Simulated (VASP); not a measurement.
Here is a VASP 6.6.1 calculation.

The input INCAR:

```
SYSTEM = TaN
PREC = Accurate
ENCUT = 520
EDIFF = 1E-7
ISMEAR = 0
SIGMA = 0.15
LREAL = .False.
LASPH = .True.
NELM = 100
ALGO = Normal
ISIF = 2
LWAVE = .False.
LCHARG = .False.
GGA = PS
NBANDS = 33
```

Contents of KPOINTS:

```
Automatic mesh
0
Gamma
  12 12 16
  0 0 0
```

POSCAR

```
TaN
1.0
    5.1789208695      0.0000000000      0.0000000000
   -2.5894604347      4.4850770372      0.0000000000
    0.0000000000      0.0000000000      2.8959972730
Ta N
3 3
Direct
    0.3333333333      0.6666666667      0.5493587963
    0.6666666667      0.3333333333      0.5493587963
    0.0000000000      0.0000000000     -0.1035912578
    0.3933709412      0.0000000000      0.0209866345
    0.6066290588      0.6066290588      0.0209866345
    0.0000000000      0.3933709412      0.0209866345
```

Potentials or basis: VASP PAW PBE potentials, release 64 (Ta_pv, N).

The run is started by

```bash
$ cat potpaw_PBE.64/Ta_pv/POTCAR potpaw_PBE.64/N/POTCAR > POTCAR
$ mpirun -np 1 vasp_std > vasp.out
```

Question: What does it give for the largest force?

Answer: 3.617 eV/Å.

Question: Estimate the pressure.

Answer: 2.9 GPa.

Question: Estimate the band gap on the k mesh.

Answer: Zero (bands 24 and 25 overlap by 2.41 eV).

Forces in eV/Å, atoms in the order of the input:
```
Ta   0.000  0.000 -1.966
Ta   0.000  0.000 -1.966
Ta   0.000  0.000  3.617
N   -0.202  0.000  0.105
N    0.101  0.175  0.105
N    0.101 -0.175  0.105
```

Caveat: the cell differs from its parent crystal (atoms displaced along a vibrational mode); the PAW data sets were made with another functional, which shifts forces and pressure a little; spin-orbit coupling is left out, which moves the levels of the heavy elements.
